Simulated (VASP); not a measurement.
Write the native input for VASP 6.6.1 that does the following.

- Task: single point
- Functional: PBE
- Potentials or basis: VASP PAW PBE potentials, release 64 (Mo_sv, Sr_sv, Mg)
- Cutoff: 520 eV
- k mesh: 4 × 4 × 6
- Occupations: fermi-dirac, width 0.05 eV
- Spin: no spin polarisation
- Dipole correction: no
- Further INCAR settings: ALGO = Fast; EDIFF = 1e-06; NBANDS = 28

The structure of SrMg6Mo lies in POSCAR:

```
SrMg6Mo
1.0
    6.5598940000      0.0000000000      0.0000000000
    0.0000000000      6.5598940000      0.0000000000
    0.0000000000      0.0000000000      4.3608420000
Mo Sr Mg
1 1 6
Direct
    0.0000000000      0.0000000000      0.5000000000
    0.5000000000      0.5000000000      0.5000000000
    0.7837590000      0.7837590000      0.0000000000
    0.2162410000      0.2162410000      0.0000000000
    0.7837590000      0.2162410000      0.0000000000
    0.2162410000      0.7837590000      0.0000000000
    0.0000000000      0.5000000000      0.5000000000
    0.5000000000      0.0000000000      0.5000000000
```

One way to write it, as run:

INCAR

```
ALGO = Fast
EDIFF = 1E-6
ENCUT = 520
GGA = PE
ISIF = 2
ISMEAR = -1
LASPH = True
LCHARG = False
LREAL = False
LWAVE = False
NBANDS = 28
NELM = 60
PREC = Accurate
SIGMA = 0.05
```

KPOINTS

```
k-points
0
Gamma
  4 4 6
```

Potentials or basis: VASP PAW PBE potentials, release 64 (Mo_sv, Sr_sv, Mg).

Command:

```sh
$ cat potpaw_PBE.64/Mo_sv/POTCAR potpaw_PBE.64/Sr_sv/POTCAR potpaw_PBE.64/Mg/POTCAR > POTCAR
$ mpirun -np 1 vasp_std > vasp.out
```

Results of the run:

| Quantity | Value |
| --- | --- |
| Pressure | 0.0 GPa |
| Largest force | 0.124 eV/Å |
| Band gap on the k mesh | zero (bands 18 and 19 overlap by 1.06 eV) |

It took 77 s on 1 thread of Intel(R) Xeon(R) 6975P-C (Granite Rapids), on a shared host, peak memory 0.36 GiB.
